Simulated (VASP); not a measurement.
Crystal: SiC5.

```
Si C
1.0
     4.69646    0.00000    0.00000
    -2.34823    4.06726    0.00000
     0.00000    0.00000    7.60402
Si C
2 10
Direct
  0.00000 0.00000 0.75000
  0.00000 0.00000 0.25000
  0.61981 0.00000 0.75000
  0.33333 0.66667 0.75000
  0.66667 0.33333 0.75000
  0.00000 0.61981 0.75000
  0.38019 0.38019 0.75000
  0.61981 0.61981 0.25000
  0.66667 0.33333 0.25000
  0.33333 0.66667 0.25000
  0.00000 0.38019 0.25000
  0.38019 0.00000 0.25000
```

- Program: VASP 6.6.1
- Task: relaxation of shape and atoms at fixed volume
- Functional: PBE
- Potentials or basis: VASP PAW PBE potentials, release 64 (Si, C)
- Cutoff: 600 eV
- k mesh: 12 × 12 × 4
- Occupations: gaussian, width 0.1 eV
- Spin: no spin polarisation

At the start: pressure -5.6 GPa; volume 12.10 Å³/atom.

Question: Where does the relaxation end?

Answer: Over 5 steps the energy falls by 6.0 meV/atom; space group P6_3/mcm (No. 193, to 0.1 Å) before and after.

The path:
```tsv
step	energy change (eV)	largest force (eV/Å)	pressure (GPa)	volume (Å³)
1	0.0000	0.0421	-5.63	145.25
2	-0.0714	0.0423	-0.12	145.25
3	-0.0714	0.0397	-0.29	145.25
4	-0.0714	0.0421	-0.26	145.25
5	-0.0715	0.0007	-0.27	145.25
```

Final structure:
```
Si C
1.0
     4.65169    0.00000    0.00000
    -2.32584    4.02848    0.00000
     0.00000    0.00000    7.75111
Si C
2 10
Cartesian
  0.0000 0.0000 5.8133
  0.0000 0.0000 1.9378
  2.8842 0.0000 5.8133
  0.0000 2.6857 5.8133
  2.3258 1.3428 5.8133
  -1.4421 2.4978 5.8133
  0.8837 1.5307 5.8133
  1.4421 2.4978 1.9378
  2.3258 1.3428 1.9378
  0.0000 2.6857 1.9378
  -0.8837 1.5307 1.9378
  1.7675 0.0000 1.9378
```
